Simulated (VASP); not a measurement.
Sn: single point with PBEsol

Crystal: Sn.

```
Sn
1.0
     0.00000    3.27078    3.27078
     3.27078    0.00000    3.27078
     3.27078    3.27078    0.00000
Sn
2
Direct
  0.50000 0.50000 0.50000
  0.75000 0.75000 0.75000
```

This isn't the form of Sn at room conditions, which is tetragonal (white tin).

| Property | Result |
| --- | --- |
| Program | VASP 6.6.1 |
| Task | single point |
| Functional | PBEsol |
| Potentials or basis | VASP PAW PBE potentials, release 64 (Sn_d) |
| Cutoff | 520 eV |
| k mesh | 18 × 18 × 18 |
| Occupations | gaussian, width 0.15 eV |
| Spin | no spin polarisation |

| Property | Result |
| --- | --- |
| Pressure | -0.1 GPa |
| Band gap on the k mesh | zero (bands 14 and 15 overlap by 0.19 eV) |

Levels at points of the mesh, in eV from the Fermi level:
```tsv
k point	band 11	band 12	band 13	band 14	band 15	band 16	band 17	band 18
(0.00, 0.00, 0.00)	-10.50	-0.89	0.06	0.06	0.06	2.12	2.12	2.12
(0.50, 0.00, 0.00)	-8.92	-6.26	-1.11	-1.11	-0.14	3.18	3.18	5.51
(0.50, 0.50, 0.00)	-7.48	-7.48	-2.42	-2.42	0.76	0.76	7.53	7.53
```

Run time: 4.4 min on 1 thread of Intel(R) Xeon(R) Platinum 8259CL CPU @ 2.50GHz (Skylake/Cascade Lake), with other jobs on the host, peak memory 0.36 GiB.

Caveat: the PAW data sets were made with another functional, which shifts forces and pressure a little; spin-orbit coupling is left out, which moves the levels of the heavy elements.
